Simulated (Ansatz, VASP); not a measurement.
**TiNi: VASP beside Ansatz**

```xyz
2
Lattice="2.9696 0.0000 0.0000 0.0000 2.9696 0.0000 0.0000 0.0000 2.9696" Properties=species:S:1:pos:R:3 pbc="T T T"
Ti    1.4848    1.4848    1.4848
Ni    0.0000    0.0000    0.0000
```

Alike in both runs: functional PBEsol; k mesh 9 × 9 × 9; collinear spin.

Ansatz relaxed the structure, and its values are those at the end. VASP's run is a single point on that final structure, the one shown.

```csv
,VASP,Ansatz
version,VASP 6.6.1,Ansatz 0.2.0
potentials or method,"VASP PAW PBE potentials, release 64 (Ti_sv, Ni)","plane waves, PAW"
plane-wave cutoff (eV),520,420
occupations,"methfessel-paxton of order 1, width 0.1 eV",cold
valence electrons in the cell,22,30
```

```tsv
	VASP	Ansatz	Ansatz less VASP
pressure (GPa)	-0.1	0.0	+0.10
net moment per atom (μB)	0.00	0.00	-0.002
```

VASP's potentials were made for PBE, not for PBEsol. VASP's potentials hold 22 valence electrons a cell and Ansatz's 30, so a difference there can come from the potentials and not from the codes. Ansatz's warnings: seeded moment not kept.
